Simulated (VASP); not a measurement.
# Cl (Pm-3m) in VASP: further runs

Cl is run at these levels: PBEsol; tasks: single point, relaxation of cell and atoms.

Everything below comes from runs of VASP 6.6.1. Logs are shortened: lines on timing, memory, paths and dates and some standing lists are left out, and cuts for length are marked.

### Step 1. The cell of the first run

It takes space group Pm-3m (No. 221, cubic). The conventional cell has a = 2.786 Å, b = 2.786 Å, c = 2.786 Å, α = 90.00°, β = 90.00°, γ = 90.00°. Within 3.7 Å of Cl (site symmetry m-3m) lie 6 Cl at 2.79 Å.

### Step 2. Single point, PBEsol

Input file INCAR:

```
ALGO = Normal
EDIFF = 1E-6
ENCUT = 520
GGA = PS
ISIF = 2
ISMEAR = -1
LASPH = T
LCHARG = F
LREAL = F
LWAVE = F
NBANDS = 10
NELM = 100
PREC = Accurate
SIGMA = 0.08
```

Input file KPOINTS:

```
k-points
0
Gamma
  15 15 15
```

Input file POSCAR:

```
Cl
1.0
    2.7863241355      0.0000000000      0.0000000000
    0.0000000000      2.7863241355      0.0000000000
    0.0000000000      0.0000000000      2.7863241355
Cl
1
Direct
    0.0000000000      0.0000000000      0.0000000000
```

Potentials or basis: VASP PAW PBE potentials, release 64 (Cl).

Started as:

```sh
$ cat potpaw_PBE.64/Cl/POTCAR > POTCAR
$ mpirun -np 1 vasp_std > vasp.out
```

OUTCAR:

```text
EDIFF = 1E-6
   ENCUT = 520
   GGA = PS
   ISIF = 2
   ISMEAR = -1
   LASPH = T
   LREAL = F
   NELM = 100
   PREC = Accurate

 ion  position               nearest neighbor table
   1  0.000  0.000  0.000-

  LATTYP: Found a simple cubic cell.
 ALAT       =     2.7863241355

  Lattice vectors:

 A1 = (   2.7863241355,   0.0000000000,   0.0000000000)
 A2 = (   0.0000000000,   2.7863241355,   0.0000000000)
 A3 = (   0.0000000000,   0.0000000000,   2.7863241355)

Analysis of symmetry for initial positions (statically):
=====================================================================
 Subroutine PRICEL returns:
 Original cell was already a primitive cell.

 Routine SETGRP: Setting up the symmetry group for a
 simple cubic supercell.

 Subroutine GETGRP returns: Found 48 space group operations
 (whereof 48 operations were pure point group operations)
 out of a pool of 48 trial point group operations.

The static configuration has the point symmetry O_h .

Analysis of symmetry for dynamics (positions and initial velocities):
=====================================================================
 Subroutine PRICEL returns:
 Original cell was already a primitive cell.

 Routine SETGRP: Setting up the symmetry group for a
 simple cubic supercell.

 Subroutine GETGRP returns: Found 48 space group operations
 (whereof 48 operations were pure point group operations)
 out of a pool of 48 trial point group operations.

The dynamic configuration has the point symmetry O_h .

 Subroutine INISYM returns: Found 48 space group operations
 (whereof 48 operations are pure point group operations),
 and found     1 'primitive' translations

----------------------------------------------------------------------------------------

                                     Primitive cell

  volume of cell :      21.6319

  direct lattice vectors                    reciprocal lattice vectors
     2.786324136  0.000000000  0.000000000     0.358895789  0.000000000  0.000000000
     0.000000000  2.786324136  0.000000000     0.000000000  0.358895789  0.000000000
     0.000000000  0.000000000  2.786324136     0.000000000  0.000000000  0.358895789

  length of vectors
     2.786324136  2.786324136  2.786324136     0.358895789  0.358895789  0.358895789

  position of ions in fractional coordinates (direct lattice)
     0.000000000  0.000000000  0.000000000
[... 73 lines left out ...]
   LASPH  =      T    aspherical Exc in radial PAW
   ENCUT  =  520.0 eV  38.22 Ry    6.18 a.u.   5.18  5.18  5.18*2*pi/ulx,y,z
   NELM   =    100;   NELMIN=  2; NELMDL= -5     # of ELM steps
   EDIFF  = 0.1E-05   stopping-criterion for ELM
   LREAL  =      F    real-space projection
   EDIFFG = 0.1E-04   stopping-criterion for IOM
   NSW    =      0    number of steps for IOM
   IBRION =     -1    ionic relax: 0-MD 1-quasi-New 2-CG
   NFREE  =      0    steps in history (QN), initial steepest desc. (CG)
   ISIF   =      2    stress and relaxation
   ISYM   =      2    0-nonsym 1-usesym 2-fastsym
   POTIM  = 0.5000    time-step for ionic-motion
   TEBEG  =    0.0;   TEEND  =   0.0 temperature during run
   PSTRESS=    0.0 pullay stress
   NELECT =       7.0000    total number of electrons
   NUPDOWN=      -1.0000    fix difference up-down
   EMIN   =  10.00;   EMAX   =-10.00  energy-range for DOS
   EFERMI =   0.00;   METHOD = LEGACY
   ISMEAR =    -1;   SIGMA  =   0.08  broadening in eV -4-tet -1-fermi 0-gaus
   EFERMI_NEDOS =   21; number of points for ismear=-14 and -15
   IALGO  =     38    algorithm
   IMIX   =      4    mixing-type and parameters
     AMIX     =   0.40;   BMIX     =  1.00
     AMIX_MAG =   1.60;   BMIX_MAG =  1.00
  volume/ion in A,a.u.               =      21.63       145.98
  Fermi-wavevector in a.u.,A,eV,Ry     =   1.123938  2.123936 17.187392  1.263238
  Thomas-Fermi vector in A             =   2.260608
   LORBIT       =      0    0 simple, 1 ext, 2 COOP (PROOUT), +10 PAW based schemes
   GGA     = PS    functional components
   LHFCALC =     F    Hartree Fock is set to
   AEXX    =    0.0000 exact exchange contribution
   IVDW    =     0    specifies the selected vdW correction
   LEPSILON=     F    determine dielectric tensor
   LRPA    =     F    only Hartree local field effects (RPA)
 non-spin polarized calculation
  energy-cutoff  :      520.00
  volume of cell :       21.63
 maximum number of plane-waves:       597
 NGX is ok and might be reduce to    24
   NGX = 11   NGY = 11   NGZ = 11

 number of electron       6.9999998 magnetization

 Free energy of the ion-electron system (eV)
  ---------------------------------------------------
  ext. energy  EPLUGINS =         0.00000000
  ---------------------------------------------------
  free energy    TOTEN  =        -1.43509580 eV

  energy without entropy =       -1.41016295  energy(sigma->0) =       -1.42262937

 E-fermi :   2.2896     XC(G=0):  -9.5177

 val. band max:        2.2770027827   @ k =   0.2667   0.1333   0.0667
 cond. band min:       2.3128117896   @ k =   0.4667   0.3333   0.1333
 fundamental gap:      0.0358090069
 Fermi energy:         2.2895569973

 k-point     1 :       0.0000    0.0000    0.0000
  band No.  band energies     occupation
      1     -14.0431      2.00000
      2       2.1273      1.76733
      3       2.1273      1.76733
      4       2.1273      1.76733
      5      10.4066      0.00000
      6      12.1612      0.00000
      7      12.1612      0.00000
      8      23.4482      0.00000
      9      23.4482      0.00000
     10      23.4482      0.00000
[... 287 lines left out ...]
 k-point    24 :       0.3333    0.2000    0.0000
  band No.  band energies     occupation
      1     -12.7427      2.00000
      2      -1.9441      2.00000
      3       0.5019      2.00000
      4       2.8487      0.00184
      5      12.4220      0.00000
      6      13.9855      0.00000
      7      16.8621      0.00000
      8      18.8199      0.00000
      9      19.0530      0.00000
     10      21.4718      0.00000

 [... further k-points ...]
[... 5 lines left out ...]
  --------------------------------------------------------------------------------------
  -------------------------------------------------------------------------------------
  Total       -0.0063765     -0.0063765     -0.0063765     -0.0000000     -0.0000000      0.0000000
  in kB       -0.4722776     -0.4722776     -0.4722776     -0.0000000     -0.0000000      0.0000000
  external PRESSURE =      -0.4722776 kB  Pullay stress =       0.0000000 kB

 VOLUME and BASIS-vectors are now :
 -----------------------------------------------------------------------------
  energy-cutoff  :      520.00
  volume of cell :       21.63
      direct lattice vectors                 reciprocal lattice vectors
     2.786324136  0.000000000  0.000000000     0.358895789  0.000000000  0.000000000
     0.000000000  2.786324136  0.000000000     0.000000000  0.358895789  0.000000000
     0.000000000  0.000000000  2.786324136     0.000000000  0.000000000  0.358895789

 POSITION                                       TOTAL-FORCE (eV/Angst)
 -----------------------------------------------------------------------------------
      0.00000      0.00000      0.00000         0.000000      0.000000      0.000000
 -----------------------------------------------------------------------------------
    total drift:                               -0.000000      0.000000      0.000000

  FREE ENERGIE OF THE ION-ELECTRON SYSTEM (eV)
  ---------------------------------------------------
  free  energy   TOTEN  =        -1.4350957959 eV

  energy  without entropy=       -1.4101629511  energy(sigma->0) =       -1.42262937
```

stdout:

```text
POSCAR found type information on POSCAR Cl
 POSCAR found :  1 types and       1 ions
 scaLAPACK will be used
 -----------------------------------------------------------------------------
|                                                                             |
|                                                                             |
|     You enforced a specific xc type in the INCAR file but a different       |
|     I HOPE YOU KNOW WHAT YOU ARE DOING!                                     |
|                                                                             |
 -----------------------------------------------------------------------------

 LDA part: xc-table for (Slater+PW92), standard interpolation
 POSCAR, INCAR and KPOINTS ok, starting setup
 FFT: planning ... GRIDC
 FFT: planning ... GRID_SOFT
 FFT: planning ... GRID
 WAVECAR not read
 entering main loop
```

Run time: 21 s. Hardware: 1 thread of Intel Xeon 8259CL, shared host; peak memory 0.14 GiB.

Results:

| Quantity | Value |
| --- | --- |
| Free energy | -1.4351 eV |
| Pressure | 0.0 GPa |
| Band gap on the k mesh | zero (an odd number of electrons rules out a gap without spin polarisation) |

Caveat: the PAW data sets were made with another functional, which shifts forces and pressure a little; an odd number of electrons without spin polarisation forces a metal; a magnetic or distorted state may lie lower.

### Step 3. Relaxation of cell and atoms, PBEsol

This run uses another cell than the first one, of 23.76 Å³/atom.

Input file INCAR:

```
ALGO = Normal
EDIFF = 1E-6
EDIFFG = -0.005
ENCUT = 600
GGA = PS
IBRION = 2
ISIF = 3
ISMEAR = -1
LASPH = T
LCHARG = F
LREAL = F
LWAVE = F
NELM = 100
NSW = 60
PREC = Accurate
SIGMA = 0.08
```

KPOINTS is that of step 2.

Input file POSCAR:

```
Cl
1.0
    2.8748519142      0.0000000000      0.0000000000
    0.0000000000      2.8748519142      0.0000000000
    0.0000000000      0.0000000000      2.8748519142
Cl
1
Direct
    0.0000000000      0.0000000000      0.0000000000
```

Potentials or basis: VASP PAW PBE potentials, release 64 (Cl).

Started as:

```sh
$ cat potpaw_PBE.64/Cl/POTCAR > POTCAR
$ mpirun -np 1 vasp_std > vasp.out
```

OUTCAR:

```text
EDIFF = 1E-6
   EDIFFG = -0.005
   ENCUT = 600
   GGA = PS
   IBRION = 2
   ISIF = 3
   ISMEAR = -1
   LASPH = T
   LREAL = F
   NELM = 100
   NSW = 60
   PREC = Accurate

 ion  position               nearest neighbor table
   1  0.000  0.000  0.000-

  LATTYP: Found a simple cubic cell.
 ALAT       =     2.8748519142

  Lattice vectors:

 A1 = (   2.8748519142,   0.0000000000,   0.0000000000)
 A2 = (   0.0000000000,   2.8748519142,   0.0000000000)
 A3 = (   0.0000000000,   0.0000000000,   2.8748519142)

Analysis of symmetry for initial positions (statically):
=====================================================================
 Subroutine PRICEL returns:
 Original cell was already a primitive cell.

 Routine SETGRP: Setting up the symmetry group for a
 simple cubic supercell.

[... 276 lines left out ...]
  free energy    TOTEN  =        -1.43530666 eV

  energy without entropy =       -1.41037712  energy(sigma->0) =       -1.42284189

 E-fermi :   2.2907     XC(G=0):  -9.5178

 val. band max:        2.2780745442   @ k =   0.2667   0.1333   0.0667
 cond. band min:       2.3139599407   @ k =   0.4667   0.3333   0.1333
 fundamental gap:      0.0358853965
 Fermi energy:         2.2906578319

 k-point     1 :       0.0000    0.0000    0.0000
  band No.  band energies     occupation
      1     -14.0423      2.00000
      2       2.1284      1.76742
      3       2.1284      1.76742
      4       2.1284      1.76742
      5      10.4085      0.00000
      6      12.1616      0.00000
      7      12.1616      0.00000
[... 221 lines left out ...]
 k-point    24 :       0.3333    0.2000    0.0000
  band No.  band energies     occupation
      1     -12.7417      2.00000
      2      -1.9435      2.00000
      3       0.5028      2.00000
      4       2.8499      0.00184
      5      12.4233      0.00000
      6      13.9862      0.00000
      7      16.8631      0.00000

 [... further k-points ...]
[... 5 lines left out ...]
  --------------------------------------------------------------------------------------
  -------------------------------------------------------------------------------------
  Total       -0.0002942     -0.0002942     -0.0002942      0.0000000     -0.0000000      0.0000000
  in kB       -0.0217894     -0.0217894     -0.0217894      0.0000000     -0.0000000      0.0000000
  external PRESSURE =      -0.0217894 kB  Pullay stress =       0.0000000 kB
[... 16 lines left out ...]
  FREE ENERGIE OF THE ION-ELECTRON SYSTEM (eV)
  ---------------------------------------------------
  free  energy   TOTEN  =        -1.4353066630 eV

  energy  without entropy=       -1.4103771165  energy(sigma->0) =       -1.42284189

 reached required accuracy - stopping structural energy minimisation
```

OSZICAR:

```text
N       E                     dE             d eps       ncg     rms          rms(c)
DAV:   1     0.258602789988E+02    0.25860E+02   -0.31449E+03  1680   0.838E+02
DAV:   2    -0.697092419614E+00   -0.26557E+02   -0.26189E+02  2450   0.122E+02
[... 25 lines left out ...]
   3 F= -.14353012E+01 E0= -.14227958E+01  d E =-.237621E-01
       N       E                     dE             d eps       ncg     rms          rms(c)
DAV:   1    -0.143542086620E+01   -0.11900E-03   -0.30000E-03  1694   0.453E-01    0.633E-02
DAV:   2    -0.143532614890E+01    0.94717E-04   -0.15916E-04  1806   0.979E-02    0.245E-02
DAV:   3    -0.143530582939E+01    0.20320E-04   -0.77657E-05  1778   0.629E-02    0.260E-02
DAV:   4    -0.143530666301E+01   -0.83361E-06   -0.43678E-07  1176   0.719E-03
   4 F= -.14353067E+01 E0= -.14228419E+01  d E =-.237675E-01
```

Run time: 43 s. Hardware: 1 thread of Intel Xeon 8259CL, shared host; peak memory 0.15 GiB.

What came out:

- Free energy: -1.4353 eV
- Relaxed volume: 21.63 Å³/atom
- Relaxed cell: a = 2.786 Å, b = 2.786 Å, c = 2.786 Å, α = 90.00°, β = 90.00°, γ = 90.00°
- Space group after relaxing (to 0.1 Å): Pm-3m (No. 221)
- Energy gained by relaxing: 23.8 meV/atom
- Ionic steps: 4
- Pressure after relaxing: 0.0 GPa
- Band gap on the k mesh: zero (an odd number of electrons rules out a gap without spin polarisation)

The path:
```tsv
step	energy change (eV)	largest force (eV/Å)	pressure (GPa)	volume (Å³)
1	0.0000	0.0000	-3.24	23.76
2	-0.0222	0.0000	-0.97	22.14
3	-0.0238	0.0000	-0.06	21.67
4	-0.0238	0.0000	0.00	21.63
```

Final structure:
```cif
data_structure
_symmetry_space_group_name_H-M 'P 1'
_symmetry_Int_Tables_number 1
_cell_length_a 2.7862
_cell_length_b 2.7862
_cell_length_c 2.7862
_cell_angle_alpha 90.000
_cell_angle_beta 90.000
_cell_angle_gamma 90.000
_cell_volume 21.63
loop_
_atom_site_label
_atom_site_type_symbol
_atom_site_fract_x
_atom_site_fract_y
_atom_site_fract_z
_atom_site_occupancy
Cl1 Cl 0.00000 0.00000 0.00000 1
```

Levels at points of the mesh, in eV from the Fermi level:
| k point | band 1 | band 2 | band 3 | band 4 | band 5 | band 6 | band 7 |
| --- | --- | --- | --- | --- | --- | --- | --- |
| (0.00, 0.00, 0.00) | -16.33 | -0.16 | -0.16 | -0.16 | 8.12 | 9.87 | 9.87 |

Caveat: the PAW data sets were made with another functional, which shifts forces and pressure a little; an odd number of electrons without spin polarisation forces a metal; a magnetic or distorted state may lie lower.
